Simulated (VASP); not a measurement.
# Hf in VASP: single point with LDA

Aim: the single point of Hf with LDA.

Everything below comes from runs of VASP 6.6.1. Logs are shortened: lines on timing, memory, paths and dates and some standing lists are left out, and cuts for length are marked.

## (1) The cell of the first run

The cell holds a slab with vacuum, 6 atoms: a = 3.119 Å, b = 4.942 Å, c = 22.303 Å, α = 90.00°, β = 90.00°, γ = 90.00°.

## (2) Single point, LDA

INCAR reads:

```
PREC = Accurate ; ENCUT = 520
EDIFF = 1E-7 ; ISMEAR = -1
SIGMA = 0.05 ; LREAL = F
LASPH = T ; NELM = 60
ALGO = Normal ; ISIF = 2
LWAVE = F ; LCHARG = F
LDIPOL = T ; IDIPOL = 3
DIPOL = 0.5 0.5 0.500 ; GGA = CA
NBANDS = 39
```

KPOINTS reads:

```
Automatic mesh
0
Gamma
  12 8 1
```

POSCAR reads:

```
Hf
1.0
    3.1189746401      0.0000000000      0.0000000000
    0.0000000000      4.9420572749      0.0000000000
    0.0000000000      0.0000000000     22.3026000000
Hf
6
Direct
    0.7500000000      0.7500000000      0.3587027303
    0.2500000000      0.2500000000      0.3990733790
    0.2500000000      0.7500000000      0.4798146756
    0.7500000000      0.2500000000      0.5201853244
    0.7500000000      0.7500000000      0.6009266210
    0.2500000000      0.2500000000      0.6412972697
```

Potentials or basis: VASP PAW LDA potentials, release 64 (Hf_pv).

Command:

```console
> cat potpaw_LDA.64/Hf_pv/POTCAR > POTCAR
> mpirun -np 1 vasp_std > vasp.out
```

OUTCAR:

```text
PREC = Accurate
   ENCUT = 520
   EDIFF = 1E-7
   ISMEAR = -1
   LREAL = F
   LASPH = T
   NELM = 60
   ISIF = 2
   GGA = CA

 ion  position               nearest neighbor table
   1  0.750  0.750  0.359-   2 3.06   2 3.06   2 3.06   2 3.06   3 3.12   3 3.12
   2  0.250  0.250  0.399-   3 3.06   3 3.06   1 3.06   1 3.06   1 3.06   1 3.06   4 3.12   4 3.12

   3  0.250  0.750  0.480-   2 3.06   2 3.06   4 3.06   4 3.06   4 3.06   4 3.06   1 3.12   1 3.12
                             5 3.12   5 3.12
   4  0.750  0.250  0.520-   5 3.06   5 3.06   3 3.06   3 3.06   3 3.06   3 3.06   6 3.12   6 3.12
                             2 3.12   2 3.12
   5  0.750  0.750  0.601-   4 3.06   4 3.06   6 3.06   6 3.06   6 3.06   6 3.06   3 3.12   3 3.12

   6  0.250  0.250  0.641-   5 3.06   5 3.06   5 3.06   5 3.06   4 3.12   4 3.12

  LATTYP: Found a simple orthorhombic cell.
 ALAT       =     3.1189746401
 B/A-ratio  =     1.5845134524
 C/A-ratio  =     7.1506192174

  Lattice vectors:

 A1 = (   3.1189746401,   0.0000000000,   0.0000000000)
 A2 = (   0.0000000000,   4.9420572749,   0.0000000000)
 A3 = (   0.0000000000,   0.0000000000,  22.3026000000)

Analysis of symmetry for initial positions (statically):
=====================================================================
 Subroutine PRICEL returns:
 Original cell was already a primitive cell.

 Routine SETGRP: Setting up the symmetry group for a
 simple orthorhombic supercell.

 Subroutine GETGRP returns: Found  8 space group operations
 (whereof  2 operations were pure point group operations)
 out of a pool of  8 trial point group operations.

The static configuration has the point symmetry S_2 .
 The point group associated with its full space group is D_2h.

Analysis of symmetry for dynamics (positions and initial velocities):
=====================================================================
 Subroutine PRICEL returns:
 Original cell was already a primitive cell.

 Routine SETGRP: Setting up the symmetry group for a
 simple orthorhombic supercell.

 Subroutine GETGRP returns: Found  8 space group operations
 (whereof  2 operations were pure point group operations)
 out of a pool of  8 trial point group operations.

The dynamic configuration has the point symmetry S_2 .
 The point group associated with its full space group is D_2h.

 Subroutine INISYM returns: Found  8 space group operations
 (whereof  2 operations are pure point group operations),
 and found     1 'primitive' translations

----------------------------------------------------------------------------------------
[... 113 lines left out ...]
   NUPDOWN=      -1.0000    fix difference up-down
   EMIN   =  10.00;   EMAX   =-10.00  energy-range for DOS
   EFERMI =   0.00;   METHOD = LEGACY
   ISMEAR =    -1;   SIGMA  =   0.05  broadening in eV -4-tet -1-fermi 0-gaus
   EFERMI_NEDOS =   21; number of points for ismear=-14 and -15
   IALGO  =     38    algorithm
   IMIX   =      4    mixing-type and parameters
     AMIX     =   0.40;   BMIX     =  1.00
     AMIX_MAG =   1.60;   BMIX_MAG =  1.00
  volume/ion in A,a.u.               =      57.30       386.65
  Fermi-wavevector in a.u.,A,eV,Ry     =   0.914886  1.728883 11.388294  0.837016
  Thomas-Fermi vector in A             =   2.039564
   LORBIT       =      0    0 simple, 1 ext, 2 COOP (PROOUT), +10 PAW based schemes
   GGA     = CA    functional components
   LHFCALC =     F    Hartree Fock is set to
   AEXX    =    0.0000 exact exchange contribution
   IVDW    =     0    specifies the selected vdW correction
   LEPSILON=     F    determine dielectric tensor
   LRPA    =     F    only Hartree local field effects (RPA)
 non-spin polarized calculation
  energy-cutoff  :      520.00
  volume of cell :      343.78
 maximum number of plane-waves:      9294
 NGX is ok and might be reduce to    24
   NGX = 11   NGY = 19   NGZ = 83

 dipolmoment           0.000000      0.000000      0.000000 electrons x Angstroem

 number of electron      60.0000001 magnetization

 dipolmoment           0.000000      0.000000     -0.000000 electrons x Angstroem

 Free energy of the ion-electron system (eV)
  ---------------------------------------------------
  ext. energy  EPLUGINS =         0.00000000
  ---------------------------------------------------
  free energy    TOTEN  =       -60.14716371 eV

  energy without entropy =      -60.08342937  energy(sigma->0) =      -60.11529654

 E-fermi :  -0.5202     XC(G=0):  -5.3132

 val. band max:       -0.5319534627   @ k =   0.2500   0.5000   0.0000
 cond. band min:      -0.5049363143   @ k =   0.0833   0.1250   0.0000
 fundamental gap:      0.0270171484
 Fermi energy:        -0.5201939404

 k-point     1 :       0.0000    0.0000    0.0000
  band No.  band energies     occupation
      1     -31.5272      2.00000
      2     -31.4936      2.00000
      3     -31.4801      2.00000
      4     -31.4753      2.00000
      5     -31.2214      2.00000
      6     -31.0298      2.00000
[... 997 lines left out ...]
     38       0.6684      0.00000
     39       1.1018      0.00000

 [... further k-points ...]

------------------------ aborting loop because EDIFF is reached ----------------------------------------

 vacuum level on the upper side and lower side of the slab       (xc-potential included)        -0.111        -0.111

  FORCE on cell =-STRESS in cart. coord.  units (eV):
  Direction    XX          YY          ZZ          XY          YZ          ZX
  --------------------------------------------------------------------------------------
  -------------------------------------------------------------------------------------
  Total       -6.3092997     -3.9505440     -3.8631704     -0.0000000      0.0000000      0.0000000
  in kB      -29.4046913    -18.4116358    -18.0044284     -0.0000000      0.0000000      0.0000000
  external PRESSURE =     -21.9402518 kB  Pullay stress =       0.0000000 kB

 VOLUME and BASIS-vectors are now :
 -----------------------------------------------------------------------------
  energy-cutoff  :      520.00
  volume of cell :      343.78
      direct lattice vectors                 reciprocal lattice vectors
     3.118974640  0.000000000  0.000000000     0.320618189  0.000000000  0.000000000
     0.000000000  4.942057275  0.000000000     0.000000000  0.202344883  0.000000000
     0.000000000  0.000000000 22.302600000     0.000000000  0.000000000  0.044837822

 POSITION                                       TOTAL-FORCE (eV/Angst)
 -----------------------------------------------------------------------------------
      2.33923      3.70654      8.00000        -0.000000      0.000000      0.577525
      0.77974      1.23551      8.90037        -0.000000     -0.000000      0.130143
      0.77974      3.70654     10.70111         0.000000      0.000000     -0.421174
      2.33923      1.23551     11.60149        -0.000000      0.000000      0.421174
      2.33923      3.70654     13.40223        -0.000000      0.000000     -0.130143
      0.77974      1.23551     14.30260        -0.000000      0.000000     -0.577525
 -----------------------------------------------------------------------------------
    total drift:                                0.000000     -0.000000     -0.000000

  FREE ENERGIE OF THE ION-ELECTRON SYSTEM (eV)
  ---------------------------------------------------
  free  energy   TOTEN  =       -60.1471637146 eV

  energy  without entropy=      -60.0834293713  energy(sigma->0) =      -60.11529654

 vacuum level on the upper side and lower side of the slab         3.421         3.421
```

Run time: 28 min. Hardware: 1 thread of Oxide Virtual Turin-like, shared host; peak memory 0.49 GiB.

What came out:

```yaml
Free_energy: -60.1472 eV
Largest_force: 0.578 eV/Å
Band_gap_on_the_k_mesh: zero (bands 30 and 31 overlap by 0.43 eV)
```

Forces on the atoms (eV/Å):
```
Hf   0.000  0.000  0.578
Hf   0.000  0.000  0.130
Hf   0.000  0.000 -0.421
Hf   0.000  0.000  0.421
Hf   0.000  0.000 -0.130
Hf   0.000  0.000 -0.578
```

Caveat: spin-orbit coupling is left out, which moves the levels of the heavy elements.

The gap in the log of VASP goes by the Fermi energy; the results here count the filled bands.